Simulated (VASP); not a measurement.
# BP (F-43m) in VASP: notebook, part 2 of 2

VASP 6.6.1. The steps go on from the part before.

## (4) Single point, PBE (volume scaled by 1.03)

The input, INCAR:

```
SYSTEM = BP
ALGO = Normal
EDIFF = 1E-7
ENCUT = 520
GGA = PE
ISIF = 2
ISMEAR = 0
LASPH = .TRUE.
LCHARG = .TRUE.
LELF = .TRUE.
LREAL = .FALSE.
LVHAR = .TRUE.
LWAVE = .FALSE.
NBANDS = 11
NELM = 100
PREC = Accurate
SIGMA = 0.02
```

The input, KPOINTS:

```
k-points
0
G
  10 10 10
  0 0 0
```

The input, POSCAR:

```
BP
1.0
    0.0000000000      2.2966855414      2.2966855414
    2.2966855414      0.0000000000      2.2966855414
    2.2966855414      2.2966855414      0.0000000000
B P
1 1
Direct
    0.5000000000      0.5000000000      0.5000000000
    0.7500000000      0.7500000000      0.7500000000
```

Potentials or basis: VASP PAW PBE potentials, release 64 (B, P).

On the command line:

```sh
cat potpaw_PBE.64/B/POTCAR potpaw_PBE.64/P/POTCAR > POTCAR
mpirun -np 1 vasp_std > vasp.out
```

OUTCAR:

```text
SYSTEM = BP
   EDIFF = 1E-7
   ENCUT = 520
   GGA = PE
   ISIF = 2
   ISMEAR = 0
   LASPH = .TRUE.
   LREAL = .FALSE.
   NELM = 100
   PREC = Accurate

 ion  position               nearest neighbor table
   1  0.500  0.500  0.500-   2 1.99   2 1.99   2 1.99   2 1.99
   2  0.750  0.750  0.750-   1 1.99   1 1.99   1 1.99   1 1.99

  LATTYP: Found a face centered cubic cell.
 ALAT       =     4.5933710828

  Lattice vectors:

 A1 = (   0.0000000000,   2.2966855414,   2.2966855414)
 A2 = (   2.2966855414,   0.0000000000,   2.2966855414)
 A3 = (   2.2966855414,   2.2966855414,   0.0000000000)

Analysis of symmetry for initial positions (statically):
=====================================================================
 Subroutine PRICEL returns:
 Original cell was already a primitive cell.

 Routine SETGRP: Setting up the symmetry group for a
 face centered cubic supercell.

 Subroutine GETGRP returns: Found 24 space group operations
 (whereof 24 operations were pure point group operations)
 out of a pool of 48 trial point group operations.

The static configuration has the point symmetry T_d .

Analysis of symmetry for dynamics (positions and initial velocities):
=====================================================================
 Subroutine PRICEL returns:
 Original cell was already a primitive cell.

 Routine SETGRP: Setting up the symmetry group for a
 face centered cubic supercell.

 Subroutine GETGRP returns: Found 24 space group operations
 (whereof 24 operations were pure point group operations)
 out of a pool of 48 trial point group operations.

The dynamic configuration has the point symmetry T_d .

 Subroutine INISYM returns: Found 24 space group operations
 (whereof 24 operations are pure point group operations),
 and found     1 'primitive' translations

----------------------------------------------------------------------------------------

                                     Primitive cell

  volume of cell :      24.2290

  direct lattice vectors                    reciprocal lattice vectors
     0.000000000  2.296685541  2.296685541    -0.217705032  0.217705032  0.217705032
     2.296685541  0.000000000  2.296685541     0.217705032 -0.217705032  0.217705032
     2.296685541  2.296685541  0.000000000     0.217705032  0.217705032 -0.217705032

  length of vectors
     3.248003841  3.248003841  3.248003841     0.377076177  0.377076177  0.377076177

  position of ions in fractional coordinates (direct lattice)
     0.500000000  0.500000000  0.500000000
     0.750000000  0.750000000  0.750000000

  ion indices of the primitive-cell ions
   primitive index   ion index
                 1           1
                 2           2

----------------------------------------------------------------------------------------

 KPOINTS: k-points

Automatic generation of k-mesh.
 Grid dimensions read from file:
 generate k-points for:   10   10   10

 Generating k-lattice:

  Cartesian coordinates                     Fractional coordinates (reciprocal lattice)
    -0.021770503  0.021770503  0.021770503     0.100000000  0.000000000  0.000000000
     0.021770503 -0.021770503  0.021770503     0.000000000  0.100000000  0.000000000
     0.021770503  0.021770503 -0.021770503     0.000000000  0.000000000  0.100000000

  Length of vectors
     0.037707618  0.037707618  0.037707618

  Shift w.r.t. Gamma in fractional coordinates (k-lattice)
     0.000000000  0.000000000  0.000000000

 Subroutine IBZKPT returns following result:
 ===========================================

 Found     47 irreducible k-points:

 Following reciprocal coordinates:
            Coordinates               Weight
  0.000000  0.000000  0.000000      1.000000
  0.100000  0.000000  0.000000      8.000000
  0.200000  0.000000  0.000000      8.000000
  0.300000  0.000000  0.000000      8.000000
  0.400000  0.000000  0.000000      8.000000
  0.500000  0.000000  0.000000      4.000000
[... 16 lines left out ...]
  0.300000  0.300000  0.000000      6.000000
  0.400000  0.300000  0.000000     24.000000
 [... further k-points ...]
   k-points           NKPTS =     47   k-points in BZ     NKDIM =     47   number of bands    NBANDS=     11
   number of dos      NEDOS =    301   number of ions     NIONS =      2
   total plane-waves  NPLWV =  13824
   dimension x,y,z NGX =    24 NGY =   24 NGZ =   24
   dimension x,y,z NGXF=    48 NGYF=   48 NGZF=   48
   ions per type =               1   1
   NGX,Y,Z   is equivalent  to a cutoff of  12.28, 12.28, 12.28 a.u.
   NGXF,Y,Z  is equivalent  to a cutoff of  24.57, 24.57, 24.57 a.u.
 SYSTEM =  BP
   PREC   = accura    normal or accurate (medium, high low for compatibility)
   ISTART =      0    job   : 0-new  1-cont  2-samecut
   ICHARG =      2    charge: 1-file 2-atom 10-const
   ISPIN  =      1    spin polarized calculation?
   LNONCOLLINEAR =      F non collinear calculations
   LSORBIT =      F    spin-orbit coupling
   LASPH  =      T    aspherical Exc in radial PAW
   ENCUT  =  520.0 eV  38.22 Ry    6.18 a.u.   6.04  6.04  6.04*2*pi/ulx,y,z
   NELM   =    100;   NELMIN=  2; NELMDL= -5     # of ELM steps
   EDIFF  = 0.1E-06   stopping-criterion for ELM
   LREAL  =      F    real-space projection
   EDIFFG = 0.1E-05   stopping-criterion for IOM
   NSW    =      0    number of steps for IOM
   IBRION =     -1    ionic relax: 0-MD 1-quasi-New 2-CG
   NFREE  =      0    steps in history (QN), initial steepest desc. (CG)
   ISIF   =      2    stress and relaxation
   ISYM   =      2    0-nonsym 1-usesym 2-fastsym
   POTIM  = 0.5000    time-step for ionic-motion
   TEBEG  =    0.0;   TEEND  =   0.0 temperature during run
   PSTRESS=    0.0 pullay stress
   NELECT =       8.0000    total number of electrons
   NUPDOWN=      -1.0000    fix difference up-down
   EMIN   =  10.00;   EMAX   =-10.00  energy-range for DOS
   EFERMI =   0.00;   METHOD = LEGACY
   ISMEAR =     0;   SIGMA  =   0.02  broadening in eV -4-tet -1-fermi 0-gaus
   EFERMI_NEDOS =   21; number of points for ismear=-14 and -15
   IALGO  =     38    algorithm
   IMIX   =      4    mixing-type and parameters
     AMIX     =   0.40;   BMIX     =  1.00
     AMIX_MAG =   1.60;   BMIX_MAG =  1.00
  volume/ion in A,a.u.               =      12.11        81.75
  Fermi-wavevector in a.u.,A,eV,Ry     =   1.131514  2.138252 17.419867  1.280324
  Thomas-Fermi vector in A             =   2.268213
   LORBIT       =      0    0 simple, 1 ext, 2 COOP (PROOUT), +10 PAW based schemes
   GGA     = PE    functional components
   LHFCALC =     F    Hartree Fock is set to
   AEXX    =    0.0000 exact exchange contribution
   IVDW    =     0    specifies the selected vdW correction
   LEPSILON=     F    determine dielectric tensor
   LRPA    =     F    only Hartree local field effects (RPA)
 non-spin polarized calculation
 Gauss-broadening in eV      SIGMA  =   0.02
  energy-cutoff  :      520.00
  volume of cell :       24.23
 maximum number of plane-waves:       666
   NGX = 13   NGY = 13   NGZ = 13

 number of electron       7.9999999 magnetization

 Free energy of the ion-electron system (eV)
  ---------------------------------------------------
  ext. energy  EPLUGINS =         0.00000000
  ---------------------------------------------------
  free energy    TOTEN  =       -12.92010780 eV

  energy without entropy =      -12.92010780  energy(sigma->0) =      -12.92010780

 E-fermi :   7.2024     XC(G=0): -10.7511

 val. band max:        7.0075929274   @ k =   0.0000   0.0000   0.0000
 cond. band min:       8.2958564993   @ k =   0.4000   0.4000   0.0000
 fundamental gap:      1.2882635719
 Fermi energy:         7.2024393866

 k-point     1 :       0.0000    0.0000    0.0000
  band No.  band energies     occupation
      1      -8.1316      2.00000
      2       7.0076      2.00000
      3       7.0076      2.00000
      4       7.0076      2.00000
      5      10.3573      0.00000
      6      10.3573      0.00000
      7      10.3573      0.00000
      8      13.8344      0.00000
      9      18.2811      0.00000
     10      19.0346      0.00000
     11      19.0346      0.00000
[... 309 lines left out ...]
 k-point    24 :       0.4000    0.3000    0.0000
  band No.  band energies     occupation
      1      -5.2877      2.00000
      2       0.9263      2.00000
      3       3.0943      2.00000
      4       3.6060      2.00000
      5       8.8471      0.00000
      6      10.6392      0.00000
      7      16.2227      0.00000
      8      16.2672      0.00000
      9      20.5876      0.00000
     10      22.0660      0.00000
     11      23.5575      0.00000

 [... further k-points ...]
[... 5 lines left out ...]
  --------------------------------------------------------------------------------------
  -------------------------------------------------------------------------------------
  Total       -0.7136210     -0.7136210     -0.7136210     -0.0000000      0.0000000     -0.0000000
  in kB      -47.1893057    -47.1893057    -47.1893057     -0.0000000      0.0000000     -0.0000000
  external PRESSURE =     -47.1893057 kB  Pullay stress =       0.0000000 kB

 VOLUME and BASIS-vectors are now :
 -----------------------------------------------------------------------------
  energy-cutoff  :      520.00
  volume of cell :       24.23
      direct lattice vectors                 reciprocal lattice vectors
     0.000000000  2.296685541  2.296685541    -0.217705032  0.217705032  0.217705032
     2.296685541  0.000000000  2.296685541     0.217705032 -0.217705032  0.217705032
     2.296685541  2.296685541  0.000000000     0.217705032  0.217705032 -0.217705032

 POSITION                                       TOTAL-FORCE (eV/Angst)
 -----------------------------------------------------------------------------------
      2.29669      2.29669      2.29669        -0.000000     -0.000000     -0.000000
      3.44503      3.44503      3.44503         0.000000      0.000000      0.000000
 -----------------------------------------------------------------------------------
    total drift:                                0.000000      0.000000      0.000000

  FREE ENERGIE OF THE ION-ELECTRON SYSTEM (eV)
  ---------------------------------------------------
  free  energy   TOTEN  =       -12.9201077998 eV

  energy  without entropy=      -12.9201077998  energy(sigma->0) =      -12.92010780
```

stdout:

```text
POSCAR found type information on POSCAR B P
 POSCAR found :  2 types and       2 ions
 scaLAPACK will be used
 LDA part: xc-table for (Slater+PW92), standard interpolation
 POSCAR, INCAR and KPOINTS ok, starting setup
 FFT: planning ... GRIDC
 FFT: planning ... GRID_SOFT
 FFT: planning ... GRID
 WAVECAR not read
 entering main loop
```

Run time: 14 s. Hardware: 1 thread of Intel Xeon 8259CL, shared host; peak memory 0.14 GiB.

Results:

```yaml
Free_energy: -12.9201 eV
Pressure: -4.7 GPa
Band_gap_on_the_k_mesh: 1.29 eV, indirect (least direct gap 3.35 eV)
```

 A k mesh can miss the band edges.

## (5) Summary

| cell | gap on the mesh (eV) | pressure (GPa) |
| --- | --- | --- |
| a = 3.216 Å, angles 60.0°, 2 atoms | 1.25 | -0.2 |
| a = 3.184 Å, angles 60.0°, 2 atoms | 1.21 | 5.0 |
| a = 3.248 Å, angles 60.0°, 2 atoms | 1.29 | -4.7 |

Alike in all rows: task single point; level PBE; potentials or basis VASP PAW PBE potentials, release 64 (B, P); no spin polarisation; k mesh 10 × 10 × 10; cutoff (eV) 520; smearing gaussian 0.02 eV.

Absolute energies hang on the potentials; compare differences alone.
